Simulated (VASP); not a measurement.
BiRu3:

```
Bi Ru
1.0
     4.08339    0.00000    0.00000
     0.00000    4.08339    0.00000
     0.00000    0.00000    4.08339
Bi Ru
1 3
Cartesian
  0.0000 0.0000 0.0000
  0.0000 2.0417 2.0417
  2.0417 0.0000 2.0417
  2.0417 2.0417 0.0000
```

* Program: VASP 6.6.1
* Task: relaxation of cell and atoms
* Functional: PBE
* Potentials or basis: VASP PAW PBE potentials, release 64 (Bi_d, Ru_pv)
* Cutoff: 500 eV
* k mesh: 4 × 4 × 4
* Occupations: gaussian, width 0.1 eV
* Spin: no spin polarisation

At the start: pressure -6.8 GPa; volume 17.02 Å³/atom.

Question: How do energy, volume and symmetry change on relaxing?

Answer: Over 3 steps the energy falls by 14.5 meV/atom and the volume is 16.38 Å³/atom (-3.8 %); space group Pm-3m (No. 221, to 0.1 Å) before and after.

The path:
```tsv
step	energy change (eV)	largest force (eV/Å)	pressure (GPa)	volume (Å³)
1	0.0000	0.0000	-6.80	68.09
2	0.1298	0.0000	15.23	61.21
3	-0.0579	0.0000	-0.13	65.50
```

Final structure:
```xyz
4
Lattice="4.0311 0.0000 0.0000 0.0000 4.0311 0.0000 0.0000 0.0000 4.0311" Properties=species:S:1:pos:R:3 pbc="T T T"
Bi    0.0000    0.0000    0.0000
Ru    0.0000    2.0155    2.0155
Ru    2.0155    0.0000    2.0155
Ru    2.0155    2.0155    0.0000
```

Caveat: the k points lie up to 0.39 Å⁻¹ apart in the final cell, too coarse for converged energies and pressures of a metal.
